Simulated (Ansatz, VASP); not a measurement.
**Two plane-wave programs on GaP**

```
Ga P
1.0
     0.00000    2.75325    2.75325
     2.75325    0.00000    2.75325
     2.75325    2.75325    0.00000
Ga P
1 1
Direct
  0.00000 0.00000 0.00000
  0.75000 0.75000 0.75000
```

Alike in both runs: functional PBE; k mesh 8 × 8 × 8; occupations gaussian, width 0.02 eV; no spin polarisation.

Ansatz relaxed the structure, and its values are those at the end. VASP's run is a single point on that final structure, the one shown.

```csv
,VASP,Ansatz
version,VASP 6.6.1,Ansatz 0.2.0
potentials or method,"VASP PAW PBE potentials, release 64 (Ga_d, P), cutoff 520 eV","scalar-relativistic, plane waves, PAW"
valence electrons in the cell,18,18
```

|  | VASP | Ansatz | Ansatz less VASP |
| --- | --- | --- | --- |
| gap on the k mesh at the Fermi level (eV) | 1.57 | 1.58 | +0.004 |
| least direct gap on the mesh (eV) | 1.57 | 1.58 | +0.004 |
| pressure (GPa) | 0.0 | 0.0 | +0.03 |
